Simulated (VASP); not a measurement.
# BN (P3m1) in VASP: a series of runs, part 2 of 2

VASP 6.6.1.

## Step 3: Single point, r2SCAN (the distance across one plane changed)

File POSCAR:

```
BN
1.0
   -2.5439665234      0.0000000000      0.0000000000
   -1.2719832617     -2.2031396357      0.0000000000
    0.0000000000      0.0000000000     12.8732348039
B N
6 6
Direct
    0.6666666667      0.6666666667      0.2246670556
    0.6666666667      0.6666666667      0.5515270095
    0.6666666667      0.6666666667      0.8783869634
    0.3333333333      0.3333333333      0.0612370786
    0.3333333333      0.3333333333      0.3880970326
    0.3333333333      0.3333333333      0.7149569865
    0.6666666667      0.6666666667      0.1022255843
    0.6666666667      0.6666666667      0.4290855382
    0.6666666667      0.6666666667      0.7559454921
    0.3333333333      0.3333333333      0.9193754691
    0.3333333333      0.3333333333      0.2656555613
    0.3333333333      0.3333333333      0.5925155152
```

File INCAR.step1:

```
PREC = Accurate ; ENCUT = 520
ISMEAR = 0 ; SIGMA = 0.05
LREAL = False ; LASPH = True
NELM = 100 ; NBANDS = 36
GGA = PE ; ALGO = Normal
EDIFF = 1E-4 ; LWAVE = True
LCHARG = False
```

File INCAR.step2:

```
PREC = Accurate ; ENCUT = 520
EDIFF = 1E-6 ; ISMEAR = 0
SIGMA = 0.05 ; LREAL = False
LASPH = True ; NELM = 100
ALGO = Normal ; ISIF = 2
LWAVE = False ; LCHARG = True
METAGGA = R2SCAN ; LMIXTAU = True
LELF = True ; LVHAR = True
NBANDS = 36 ; ISTART = 1
```

File KPOINTS:

```
Automatic mesh
0
Gamma
  10 10 2
```

Potentials or basis: VASP PAW PBE potentials, release 64 (B, N).

Run with:

```sh
> cat potpaw_PBE.64/B/POTCAR potpaw_PBE.64/N/POTCAR > POTCAR
> cp INCAR.step1 INCAR
> mpirun -np 1 vasp_std > vasp.out
> cp INCAR.step2 INCAR
> mpirun -np 1 vasp_std > vasp.out
```

OUTCAR:

```text
PREC = Accurate
   ENCUT = 520
   EDIFF = 1E-6
   ISMEAR = 0
   LREAL = False
   LASPH = True
   NELM = 100
   ISIF = 2
   METAGGA = R2SCAN
   ISTART = 1

 ion  position               nearest neighbor table
   1  0.667  0.667  0.225-  11 1.56  11 1.56  11 1.56   7 1.58
   2  0.667  0.667  0.552-  12 1.56  12 1.56  12 1.56   8 1.58
   3  0.667  0.667  0.878-  10 1.56  10 1.56  10 1.56   9 1.58
   4  0.333  0.333  0.061-   7 1.56   7 1.56   7 1.56  10 1.83
   5  0.333  0.333  0.388-   8 1.56   8 1.56   8 1.56  11 1.58
   6  0.333  0.333  0.715-   9 1.56   9 1.56   9 1.56  12 1.58
   7  0.667  0.667  0.102-   4 1.56   4 1.56   4 1.56   1 1.58
   8  0.667  0.667  0.429-   5 1.56   5 1.56   5 1.56   2 1.58
   9  0.667  0.667  0.756-   6 1.56   6 1.56   6 1.56   3 1.58
  10  0.333  0.333  0.919-   3 1.56   3 1.56   3 1.56   4 1.83
  11  0.333  0.333  0.266-   1 1.56   1 1.56   1 1.56   5 1.58
  12  0.333  0.333  0.593-   2 1.56   2 1.56   2 1.56   6 1.58

  LATTYP: Found a hexagonal cell.
[... 216 lines left out ...]
      5     -11.3898      2.00000
      6      -9.9470      2.00000
[... 925 lines left out ...]
     35      19.4291      0.00000
     36      19.9627      0.00000

 [... further k-points ...]

------------------------ aborting loop because EDIFF is reached ----------------------------------------

  FORCE on cell =-STRESS in cart. coord.  units (eV):
  Direction    XX          YY          ZZ          XY          YZ          ZX
  --------------------------------------------------------------------------------------
  -------------------------------------------------------------------------------------
  Total        0.1234569      0.1234569     -5.5014460      0.0000000     -0.0000000     -0.0000000
  in kB        2.7414781      2.7414781   -122.1648675      0.0000000     -0.0000000     -0.0000000
  external PRESSURE =     -38.8939705 kB  Pullay stress =       0.0000000 kB

 VOLUME and BASIS-vectors are now :
 -----------------------------------------------------------------------------
  energy-cutoff  :      520.00
  volume of cell :       72.15
      direct lattice vectors                 reciprocal lattice vectors
    -2.543966523  0.000000000  0.000000000    -0.393086934  0.226948847  0.000000000
    -1.271983262 -2.203139636  0.000000000     0.000000000 -0.453897694  0.000000000
     0.000000000  0.000000000 12.873234804     0.000000000  0.000000000  0.077680553

 POSITION                                       TOTAL-FORCE (eV/Angst)
 -----------------------------------------------------------------------------------
     -2.54397     -1.46876      2.89219        -0.000000      0.000000      0.278721
     -2.54397     -1.46876      7.09994        -0.000000      0.000000      0.243020
     -2.54397     -1.46876     11.30768        -0.000000      0.000000      1.182221
     -1.27198     -0.73438      0.78832        -0.000000     -0.000000     -1.795325
     -1.27198     -0.73438      4.99606        -0.000000      0.000000      0.243570
     -1.27198     -0.73438      9.20381        -0.000000      0.000000      0.264792
     -2.54397     -1.46876      1.31597         0.000000     -0.000000     -1.328807
     -2.54397     -1.46876      5.52372         0.000000      0.000000     -0.241682
     -2.54397     -1.46876      9.73146        -0.000000     -0.000000     -0.287569
     -1.27198     -0.73438     11.83534         0.000000      0.000000      1.934621
     -1.27198     -0.73438      3.41985         0.000000      0.000000     -0.249976
     -1.27198     -0.73438      7.62759        -0.000000     -0.000000     -0.243584
 -----------------------------------------------------------------------------------
    total drift:                               -0.000000     -0.000000     -0.000309

  FREE ENERGIE OF THE ION-ELECTRON SYSTEM (eV)
  ---------------------------------------------------
  free  energy   TOTEN  =      -114.3559107589 eV

  energy  without entropy=     -114.3559107589  energy(sigma->0) =     -114.35591076
```

OUTCAR.step1:

```text
PREC = Accurate
   ENCUT = 520
   ISMEAR = 0
   LREAL = False
   LASPH = True
[... 1196 lines left out ...]
     -2.54397     -1.46876      9.73146        -0.000000     -0.000000     -0.254948
     -1.27198     -0.73438     11.83534        -0.000000     -0.000000      1.918269
     -1.27198     -0.73438      3.41985        -0.000000     -0.000000     -0.215974
     -1.27198     -0.73438      7.62759         0.000000      0.000000     -0.209594
 -----------------------------------------------------------------------------------
    total drift:                               -0.000000     -0.000000     -0.001638

  FREE ENERGIE OF THE ION-ELECTRON SYSTEM (eV)
  ---------------------------------------------------
  free  energy   TOTEN  =      -104.0785341140 eV

  energy  without entropy=     -104.0785341140  energy(sigma->0) =     -104.07853411
```

Run time: 2.6 min. Hardware: 1 thread of AMD EPYC 9R45 (Zen 5), shared host; peak memory 0.19 GiB.

What came out:

```
Free energy            : -114.3559 eV
Pressure               : -3.9 GPa
Largest force          : 1.935 eV/Å
Band gap on the k mesh : 5.67 eV
```

Forces in eV/Å, atoms in the order of the input:
```
B    0.000  0.000  0.279
B    0.000  0.000  0.243
B    0.000  0.000  1.182
B    0.000  0.000 -1.795
B    0.000  0.000  0.244
B    0.000  0.000  0.265
N    0.000  0.000 -1.329
N    0.000  0.000 -0.242
N    0.000  0.000 -0.288
N    0.000  0.000  1.935
N    0.000  0.000 -0.250
N    0.000  0.000 -0.244
```

Stress tensor (GPa, compression positive):
```
  0.27   0.00   0.00
  0.00   0.27   0.00
  0.00   0.00 -12.22
```

Caveat: the cell differs from its parent crystal (the distance across one plane changed); the stress differs along the axes, from -12 to 0 GPa; the PAW data sets were made with another functional, which shifts forces and pressure a little.

## Step 4: Single point, r2SCAN (the distance across one plane changed)

File POSCAR:

```
BN
1.0
   -2.5439665234      0.0000000000      0.0000000000
   -1.2719832617     -2.2031396357      0.0000000000
    0.0000000000      0.0000000000     13.1232348039
B N
6 6
Direct
    0.6666666667      0.6666666667      0.2203871075
    0.6666666667      0.6666666667      0.5410203201
    0.6666666667      0.6666666667      0.8616535327
    0.3333333333      0.3333333333      0.0600705012
    0.3333333333      0.3333333333      0.3807037138
    0.3333333333      0.3333333333      0.7013369264
    0.6666666667      0.6666666667      0.1002781684
    0.6666666667      0.6666666667      0.4209113810
    0.6666666667      0.6666666667      0.7415445936
    0.3333333333      0.3333333333      0.9018611999
    0.3333333333      0.3333333333      0.2605947747
    0.3333333333      0.3333333333      0.5812279873
```

File INCAR.step1:

```
ALGO = Normal
EDIFF = 1E-4
ENCUT = 520
GGA = PE
ISMEAR = 0
LASPH = True
LCHARG = False
LREAL = False
LWAVE = True
NBANDS = 36
NELM = 100
PREC = Accurate
SIGMA = 0.05
```

File INCAR.step2:

```
ALGO = Normal
EDIFF = 1E-6
ENCUT = 520
ISIF = 2
ISMEAR = 0
ISTART = 1
LASPH = True
LCHARG = False
LMIXTAU = True
LREAL = False
LWAVE = False
METAGGA = R2SCAN
NBANDS = 36
NELM = 100
PREC = Accurate
SIGMA = 0.05
```

File KPOINTS:

```
k-points
0
Gamma
  10 10 2
```

Run with:

```sh
> cat potpaw_PBE.64/B/POTCAR potpaw_PBE.64/N/POTCAR > POTCAR
> cp INCAR.step1 INCAR
> mpirun -np 1 vasp_std > vasp.out
> cp INCAR.step2 INCAR
> mpirun -np 1 vasp_std > vasp.out
```

Wall time 2.7 min (1 thread of AMD EPYC 9R45 (Zen 5), shared host); peak memory 0.19 GiB.

It converged, with:

| Quantity | Value |
| --- | --- |
| Free energy | -113.5261 eV |
| Pressure | -5.6 GPa |
| Largest force | 2.123 eV/Å |
| Band gap on the k mesh | 4.29 eV (least direct gap 5.09 eV) |

Forces in eV/Å, atoms in the order of the input:
```
B    0.000  0.000  0.534
B    0.000  0.000  0.450
B    0.000  0.000  2.079
B    0.000  0.000 -1.698
B    0.000  0.000  0.451
B    0.000  0.000  0.497
N    0.000  0.000 -2.123
N    0.000  0.000 -0.448
N    0.000  0.000 -0.551
N    0.000  0.000  1.721
N    0.000  0.000 -0.462
N    0.000  0.000 -0.451
```

Stress tensor (GPa, compression positive):
```
 -0.18   0.00   0.00
  0.00  -0.18   0.00
  0.00   0.00 -16.46
```

Levels at points of the mesh, in eV from the valence-band top:
```
           k point  band 20  band 21  band 22  band 23  band 24  band 25  band 26  band 27  band 28  band 29
(0.00, 0.00, 0.00)    -1.06    -1.06    -0.89     0.00     0.00     5.09     7.89     7.89     8.54     8.80
(0.50, 0.00, 0.00)    -4.25    -4.13    -3.57    -2.69    -2.46     4.29     5.75     6.12     6.64     7.42
(0.00, 0.00, 0.50)    -1.46    -1.05    -1.05     0.00     0.00     5.19     7.90     7.90     8.54     8.74
(0.50, 0.00, 0.50)    -4.34    -4.20    -3.52    -2.75    -2.48     4.36     5.74     6.21     6.74     7.21
```

Caveat: the cell differs from its parent crystal (the distance across one plane changed); the stress differs along the axes, from -16 to -0 GPa; the PAW data sets were made with another functional, which shifts forces and pressure a little. A k mesh can miss the band edges.

## Step 5: Single point, r2SCAN (the distance across one plane changed)

File POSCAR:

```
BN
1.0
   -2.5439665234      0.0000000000      0.0000000000
   -1.2719832617     -2.2031396357      0.0000000000
    0.0000000000      0.0000000000     13.3732348039
B N
6 6
Direct
    0.6666666667      0.6666666667      0.2162671786
    0.6666666667      0.6666666667      0.5309064559
    0.6666666667      0.6666666667      0.8455457333
    0.3333333333      0.3333333333      0.0589475399
    0.3333333333      0.3333333333      0.3735868173
    0.3333333333      0.3333333333      0.6882260946
    0.6666666667      0.6666666667      0.0984035627
    0.6666666667      0.6666666667      0.4130428401
    0.6666666667      0.6666666667      0.7276821174
    0.3333333333      0.3333333333      0.8850017561
    0.3333333333      0.3333333333      0.2557232014
    0.3333333333      0.3333333333      0.5703624787
```

INCAR.step1, as its differences from that of step 4:

```diff
@@ -10,3 +10,3 @@
 NBANDS = 36
-NELM = 100
+NELM = 80
 PREC = Accurate
```

File INCAR.step2:

```
ALGO = Normal
EDIFF = 1E-6
ENCUT = 520
ISIF = 2
ISMEAR = 0
ISTART = 1
LASPH = True
LCHARG = True
LELF = True
LMIXTAU = True
LREAL = False
LVHAR = True
LWAVE = False
METAGGA = R2SCAN
NBANDS = 36
NELM = 80
PREC = Accurate
SIGMA = 0.05
```

KPOINTS is that of step 4.

Run with:

```sh
> cat potpaw_PBE.64/B/POTCAR potpaw_PBE.64/N/POTCAR > POTCAR
> cp INCAR.step1 INCAR
> mpirun -np 1 vasp_std > vasp.out
> cp INCAR.step2 INCAR
> mpirun -np 1 vasp_std > vasp.out
```

Run time: 2.9 min. Hardware: 1 thread of AMD EPYC 9R45 (Zen 5), shared host; peak memory 0.19 GiB.

The run converged. Its results:

```yaml
Free_energy: -112.6732 eV
Pressure: -5.9 GPa
Largest_force: 2.767 eV/Å
Band_gap_on_the_k_mesh: 2.72 eV (least direct gap 3.28 eV)
```

Forces on the atoms (eV/Å):
```
B    0.000  0.000  0.732
B    0.000  0.000  0.601
B    0.000  0.000  2.767
B    0.000  0.000 -1.128
B    0.000  0.000  0.603
B    0.000  0.000  0.680
N    0.000  0.000 -2.573
N    0.000  0.000 -0.597
N    0.000  0.000 -0.774
N    0.000  0.000  0.909
N    0.000  0.000 -0.615
N    0.000  0.000 -0.604
```

Stress tensor (GPa, compression positive):
```
 -0.39   0.00   0.00
  0.00  -0.39   0.00
  0.00   0.00 -16.92
```

Levels at points of the mesh, in eV from the valence-band top:
```tsv
k point	band 21	band 22	band 23	band 24	band 25	band 26	band 27	band 28
(0.00, 0.00, 0.00)	-1.38	-1.23	0.00	0.00	3.28	7.17	7.17	7.79
(0.50, 0.00, 0.00)	-4.44	-3.91	-2.52	-2.29	2.72	5.01	5.50	6.16
(0.00, 0.00, 0.50)	-1.38	-1.38	0.00	0.00	3.37	7.17	7.17	7.79
(0.50, 0.00, 0.50)	-4.47	-3.90	-2.52	-2.33	2.76	5.00	5.57	6.24
```

Caveat: the cell differs from its parent crystal (the distance across one plane changed); the stress differs along the axes, from -17 to -0 GPa; the PAW data sets were made with another functional, which shifts forces and pressure a little. A k mesh can miss the band edges.

## Step 6: Single point, r2SCAN (the distance across one plane changed)

File POSCAR:

```
BN
1.0
   -2.5439665234      0.0000000000      0.0000000000
   -1.2719832617     -2.2031396357      0.0000000000
    0.0000000000      0.0000000000     13.6232348039
B N
6 6
Direct
    0.6666666667      0.6666666667      0.2122984593
    0.6666666667      0.6666666667      0.5211637909
    0.6666666667      0.6666666667      0.8300291224
    0.3333333333      0.3333333333      0.0578657935
    0.3333333333      0.3333333333      0.3667311251
    0.3333333333      0.3333333333      0.6755964566
    0.6666666667      0.6666666667      0.0965977588
    0.6666666667      0.6666666667      0.4054630904
    0.6666666667      0.6666666667      0.7143284219
    0.3333333333      0.3333333333      0.8687610877
    0.3333333333      0.3333333333      0.2510304246
    0.3333333333      0.3333333333      0.5598957561
```

File INCAR.step1:

```
SYSTEM = BN
ALGO = Normal
EDIFF = 1E-4
ENCUT = 520
GGA = PE
ISMEAR = 0
LASPH = .True.
LCHARG = .False.
LREAL = .False.
LWAVE = .True.
NBANDS = 36
NELM = 100
PREC = Accurate
SIGMA = 0.05
```

File INCAR.step2:

```
SYSTEM = BN
ALGO = Normal
EDIFF = 1E-6
ENCUT = 520
ISIF = 2
ISMEAR = 0
ISTART = 1
LASPH = .True.
LCHARG = .False.
LMIXTAU = .True.
LREAL = .False.
LWAVE = .False.
METAGGA = R2SCAN
NBANDS = 36
NELM = 100
PREC = Accurate
SIGMA = 0.05
```

File KPOINTS:

```
k-points
0
Gamma
  10 10 2
  0 0 0
```

Potentials or basis: VASP PAW PBE potentials, release 64 (B, N).

Run with:

```sh
> cat potpaw_PBE.64/B/POTCAR potpaw_PBE.64/N/POTCAR > POTCAR
> cp INCAR.step1 INCAR
> mpirun -np 1 vasp_std > vasp.out
> cp INCAR.step2 INCAR
> mpirun -np 1 vasp_std > vasp.out
```

OUTCAR:

```text
SYSTEM = BN
   EDIFF = 1E-6
   ENCUT = 520
   ISIF = 2
   ISMEAR = 0
   ISTART = 1
   LASPH = .True.
   LREAL = .False.
   METAGGA = R2SCAN
   NELM = 100
   PREC = Accurate

 ion  position               nearest neighbor table
   1  0.667  0.667  0.212-  11 1.56  11 1.56  11 1.56   7 1.58
   2  0.667  0.667  0.521-  12 1.56  12 1.56  12 1.56   8 1.58
   3  0.667  0.667  0.830-  10 1.56  10 1.56  10 1.56   9 1.58
   4  0.333  0.333  0.058-   7 1.56   7 1.56   7 1.56
   5  0.333  0.333  0.367-   8 1.56   8 1.56   8 1.56  11 1.58
   6  0.333  0.333  0.676-   9 1.56   9 1.56   9 1.56  12 1.58
   7  0.667  0.667  0.097-   4 1.56   4 1.56   4 1.56   1 1.58
   8  0.667  0.667  0.405-   5 1.56   5 1.56   5 1.56   2 1.58
   9  0.667  0.667  0.714-   6 1.56   6 1.56   6 1.56   3 1.58
  10  0.333  0.333  0.869-   3 1.56   3 1.56   3 1.56
  11  0.333  0.333  0.251-   1 1.56   1 1.56   1 1.56   5 1.58
  12  0.333  0.333  0.560-   2 1.56   2 1.56   2 1.56   6 1.58

  LATTYP: Found a hexagonal cell.
 ALAT       =     2.5439665235
[... 215 lines left out ...]
      5     -11.7100      2.00000
      6      -9.6055      2.00000
[... 925 lines left out ...]
     35      18.3421      0.00000
     36      19.0125      0.00000

 [... further k-points ...]

------------------------ aborting loop because EDIFF is reached ----------------------------------------

  FORCE on cell =-STRESS in cart. coord.  units (eV):
  Direction    XX          YY          ZZ          XY          YZ          ZX
  --------------------------------------------------------------------------------------
  -------------------------------------------------------------------------------------
  Total       -0.2303487     -0.2303487     -7.4773224      0.0000000     -0.0000000     -0.0000000
  in kB       -4.8335105     -4.8335105   -156.9000319      0.0000000     -0.0000000     -0.0000000
  external PRESSURE =     -55.5223510 kB  Pullay stress =       0.0000000 kB

 VOLUME and BASIS-vectors are now :
 -----------------------------------------------------------------------------
  energy-cutoff  :      520.00
  volume of cell :       76.35
      direct lattice vectors                 reciprocal lattice vectors
    -2.543966523  0.000000000  0.000000000    -0.393086934  0.226948847  0.000000000
    -1.271983262 -2.203139636  0.000000000     0.000000000 -0.453897694  0.000000000
     0.000000000  0.000000000 13.623234804     0.000000000  0.000000000  0.073404005

 POSITION                                       TOTAL-FORCE (eV/Angst)
 -----------------------------------------------------------------------------------
     -2.54397     -1.46876      2.89219         0.000000      0.000000      0.868681
     -2.54397     -1.46876      7.09994         0.000000     -0.000000      0.698683
     -2.54397     -1.46876     11.30768         0.000000      0.000000      3.299090
     -1.27198     -0.73438      0.78832         0.000000     -0.000000     -0.509475
     -1.27198     -0.73438      4.99606         0.000000     -0.000000      0.700096
     -1.27198     -0.73438      9.20381         0.000000      0.000000      0.816726
     -2.54397     -1.46876      1.31597         0.000000      0.000000     -2.804895
     -2.54397     -1.46876      5.52372         0.000000      0.000000     -0.692703
     -2.54397     -1.46876      9.73146         0.000000      0.000000     -0.958620
     -1.27198     -0.73438     11.83534        -0.000000      0.000000     -0.001659
     -1.27198     -0.73438      3.41985        -0.000000     -0.000000     -0.712746
     -1.27198     -0.73438      7.62759         0.000000      0.000000     -0.703177
 -----------------------------------------------------------------------------------
    total drift:                               -0.000000     -0.000000     -0.000605

  FREE ENERGIE OF THE ION-ELECTRON SYSTEM (eV)
  ---------------------------------------------------
  free  energy   TOTEN  =      -111.9144642887 eV

  energy  without entropy=     -111.9144642887  energy(sigma->0) =     -111.91446429
```

Wall time 3.2 min (1 thread of AMD EPYC 9R45 (Zen 5), shared host); peak memory 0.2 GiB.

Results:

```yaml
Free_energy: -111.9145 eV
Pressure: -5.6 GPa
Largest_force: 3.299 eV/Å
Band_gap_on_the_k_mesh: 1.57 eV (least direct gap 1.97 eV)
```

Forces in eV/Å, atoms in the order of the input:
```
B    0.000  0.000  0.869
B    0.000  0.000  0.699
B    0.000  0.000  3.299
B    0.000  0.000 -0.509
B    0.000  0.000  0.700
B    0.000  0.000  0.817
N    0.000  0.000 -2.805
N    0.000  0.000 -0.693
N    0.000  0.000 -0.959
N    0.000  0.000 -0.002
N    0.000  0.000 -0.713
N    0.000  0.000 -0.703
```

Stress tensor (GPa, compression positive):
```
 -0.48   0.00   0.00
  0.00  -0.48   0.00
  0.00   0.00 -15.69
```

Caveat: the cell differs from its parent crystal (the distance across one plane changed); the stress differs along the axes, from -16 to -0 GPa; the PAW data sets were made with another functional, which shifts forces and pressure a little. A k mesh can miss the band edges.

## Step 7: Summary

| cell | gap on the mesh (eV) | pressure (GPa) | largest force (eV/Å) |
| --- | --- | --- | --- |
| a = 2.544, b = 2.544, c = 12.323 Å, angles 90.0, 90.0, 60.0°, 12 atoms | 5.38 | 18.1 | 12.68 |
| a = 2.544, b = 2.544, c = 12.873 Å, angles 90.0, 90.0, 60.0°, 12 atoms | 5.67 | -3.9 | 1.93 |
| a = 2.544, b = 2.544, c = 13.123 Å, angles 90.0, 90.0, 60.0°, 12 atoms | 4.29 | -5.6 | 2.12 |
| a = 2.544, b = 2.544, c = 13.373 Å, angles 90.0, 90.0, 60.0°, 12 atoms | 2.72 | -5.9 | 2.77 |
| a = 2.544, b = 2.544, c = 13.623 Å, angles 90.0, 90.0, 60.0°, 12 atoms | 1.57 | -5.6 | 3.30 |

Alike in all rows: task single point; level r2SCAN; potentials or basis VASP PAW PBE potentials, release 64 (B, N); no spin polarisation; k mesh 10 × 10 × 2; cutoff (eV) 520; smearing gaussian 0.05 eV.

Caveats: the PAW data sets were made with another functional, which shifts forces and pressure a little; the stress differs along the axes, from -16 to -0 GPa (at least some runs); the stress differs along the axes, from 3 to 48 GPa (at least some runs); the stress differs along the axes, from -12 to 0 GPa (at least some runs); the stress differs along the axes, from -17 to -0 GPa (at least some runs).

Absolute energies hang on the potentials; compare differences alone.
